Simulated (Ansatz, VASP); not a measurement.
Hf: VASP beside Ansatz

```
Hf
1.0
     3.19670    0.00000    0.00000
    -1.59835    2.76842    0.00000
     0.00000    0.00000    5.10838
Hf
2
Direct
  0.33333 0.66667 0.25000
  0.66667 0.33333 0.75000
```

Change from the starting cell: zz strain of +1 %, crystal datasets.

Alike in both runs: task electric field gradients; functional PBE; k mesh 13 × 13 × 7; occupations fermi-dirac, width 0.05 eV; no spin polarisation.

```csv
,VASP,Ansatz
version,VASP 6.6.1,Ansatz 0.2.0
potentials or method,"VASP PAW PBE potentials, release 64 (Hf_pv), cutoff 400 eV","all-electron PAW with datasets made for the crystal, scalar-relativistic"
```

VASP gave:

| Quantity | Value |
| --- | --- |
| pressure (GPa) | -0.8 |
| traceless stress, the component that is largest in VASP (GPa) | -1.00 |
| size of Vzz on the site where it differs most (V/Å²) | 70.0 |

Problem. Which values does Ansatz return?

Solution. Pressure (GPa): -0.3; traceless stress, the component that is largest in VASP (GPa): -0.93; size of Vzz on the site where it differs most (V/Å²): 78.6.

Ansatz ran all-electron here, and VASP with PAW potentials.

Neither program's run includes spin-orbit coupling.
